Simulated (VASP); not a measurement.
Wanted: the native input for a VASP 6.6.1 run.

```yaml
Task: relaxation of cell and atoms
Functional: PBEsol
Potentials_or_basis: VASP PAW PBE potentials, release 64 (Ru_pv)
Cutoff: 500 eV
k_mesh: 20 × 20 × 20
Occupations: gaussian, width 0.1 eV
Spin: no spin polarisation
Dipole_correction: no
Further_INCAR_settings: ALGO = Normal; EDIFF = 1e-07; IBRION = 2; EDIFFG = -0.01; NSW = 100; ISIF = 3
```

The structure of Ru lies in POSCAR:

```
Ru
1.0
    0.0000000000      1.8828868181      1.8828868181
    1.8828868181      0.0000000000      1.8828868181
    1.8828868181      1.8828868181      0.0000000000
Ru
1
Direct
    0.0000000000      0.0000000000      0.0000000000
```

These files were run (other wordings do the same):

INCAR

```
PREC     = Accurate       # precision mode
ENCUT    = 500            # plane-wave cutoff, eV
EDIFF    = 1E-7           # SCF threshold, eV
ISMEAR   = 0              # smearing method
SIGMA    = 0.1            # smearing width, eV
LREAL    = False          # projectors in reciprocal space
LASPH    = True           # aspherical terms in the spheres
NELM     = 120            # most SCF steps
ALGO     = Normal         # electronic algorithm
ISIF     = 3              # what is computed and relaxed
LWAVE    = False          # write WAVECAR
LCHARG   = False          # write CHGCAR
GGA      = PS             # functional
IBRION   = 2              # ionic algorithm
NSW      = 100            # ionic steps
EDIFFG   = -0.01          # ionic threshold
GGA_COMPAT= False        
NELMIN   = 4
```

KPOINTS

```
regular mesh
0
Gamma
  20 20 20
```

Potentials or basis: VASP PAW PBE potentials, release 64 (Ru_pv).

Launch:

```sh
$ cat potpaw_PBE.64/Ru_pv/POTCAR > POTCAR
$ mpirun -np 1 vasp_std > vasp.out
```

It gave:

```json
{"Relaxed volume": "13.38 Å³/atom", "Relaxed cell": "a = 2.665 Å, b = 2.665 Å, c = 2.665 Å, α = 60.00°, β = 60.00°, γ = 60.00°", "Space group after relaxing (to 0.05 Å)": "Fm-3m (No. 225)", "Energy gained by relaxing": "0.1 meV/atom", "Ionic steps": "3", "Pressure after relaxing": "0.0 GPa", "Band gap on the k mesh": "zero (band 7 reaches 15.21 eV, above the bottom of band 8 at 11.49 eV)"}
```

Caveat: the PAW data sets were made with another functional, which shifts forces and pressure a little.

Wall time 34 s on 1 thread of Intel(R) Xeon(R) 6975P-C (Granite Rapids), on a shared host, peak memory 0.15 GiB.
